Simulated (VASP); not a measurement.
Runs of VASP 6.6.1 on AlC3. The structure is that of space group Pm-3m (No. 221), or close to it. The cells are those of the table. 

```tsv
cell	gap on the mesh (eV)	pressure (GPa)
a = 3.154 Å, 4 atoms	none	9.7
a = 3.281 Å, 4 atoms	none	-10.1
a = 3.250 Å, 4 atoms	none	-6.5
a = 3.186 Å, 4 atoms	none	(a)
a = 3.219 Å, 4 atoms	none	(b)
```

Alike in all rows: task single point; level PBE; potentials or basis VASP PAW PBE potentials, release 64 (Al, C); no spin polarisation; k mesh 7 × 7 × 7; cutoff (eV) 520; smearing methfessel-paxton 0.01 eV.

**Question.** Fill in the values left out.

**Answer.** (a) 3.5; (b) -1.9.

A gap of «none» marks levels without a gap at the run's occupations.
